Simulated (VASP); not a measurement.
# Sn: single point with PBE

Sn:

```
Sn
1.0
     0.00000    3.23334    3.23334
     3.23334    0.00000    3.23334
     3.23334    3.23334    0.00000
Sn
2
Direct
  0.75000 0.75000 0.75000
  0.50000 0.50000 0.50000
```

```
Program             : VASP 6.6.1
Task                : single point
Functional          : PBE
Potentials or basis : VASP PAW PBE potentials, release 64 (Sn_d)
Cutoff              : 520 eV
k mesh              : 12 × 12 × 12
Occupations         : methfessel-paxton, width 0.05 eV
Spin                : no spin polarisation
```

```yaml
Pressure: 3.7 GPa
Band_gap_on_the_k_mesh: zero (band 14 reaches 5.84 eV, above the bottom of band 15 at 5.77 eV)
```

Levels at points of the mesh, in eV from the Fermi level:
```tsv
k point	band 10	band 11	band 12	band 13	band 14	band 15	band 16	band 17	band 18	band 19
(0.00, 0.00, 0.00)	-21.32	-10.68	-0.57	0.08	0.08	0.08	2.16	2.16	2.16	5.02
(0.50, 0.00, 0.00)	-21.27	-9.04	-6.34	-1.14	-1.14	0.01	3.23	3.23	5.64	8.56
(0.50, 0.50, 0.00)	-21.25	-7.55	-7.55	-2.50	-2.50	0.81	0.81	7.79	7.79	9.39
```

It took 2.2 min on 1 thread of Intel Xeon 8259CL, on a shared host, peak memory 0.24 GiB.

Caveat: spin-orbit coupling is left out, which moves the levels of the heavy elements.
